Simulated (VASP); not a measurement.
## Pd: single point with PBE

Pd:

```xyz
1
Lattice="0.0000 1.9465 1.9465 1.9465 0.0000 1.9465 1.9465 1.9465 0.0000" Properties=species:S:1:pos:R:3 pbc="T T T"
Pd    0.0000    0.0000    0.0000
```

```yaml
Program: VASP 6.6.1
Task: single point
Functional: PBE
Potentials_or_basis: VASP PAW PBE potentials, release 64 (Pd)
Cutoff: 500 eV
k_mesh: 9 × 9 × 9
Occupations: fermi-dirac, width 0.15 eV
Spin: no spin polarisation
Dipole_correction: no
Further_INCAR_settings: ALGO = Normal; EDIFF = 1e-06; NBANDS = 11
```

```yaml
Pressure: 7.3 GPa
Band_gap_on_the_k_mesh: zero (band 5 reaches 9.97 eV, above the bottom of band 6 at 8.48 eV)
```

Levels at points of the mesh, in eV from the Fermi level:
| k point | band 3 | band 4 | band 5 | band 6 | band 7 | band 8 |
| --- | --- | --- | --- | --- | --- | --- |
| (0.00, 0.00, 0.00) | -2.87 | -2.87 | -1.26 | -1.26 | 17.18 | 21.95 |

Run time: 13 s on 1 thread of AMD EPYC 7R13, with other jobs on the host, peak memory 0.09 GiB.
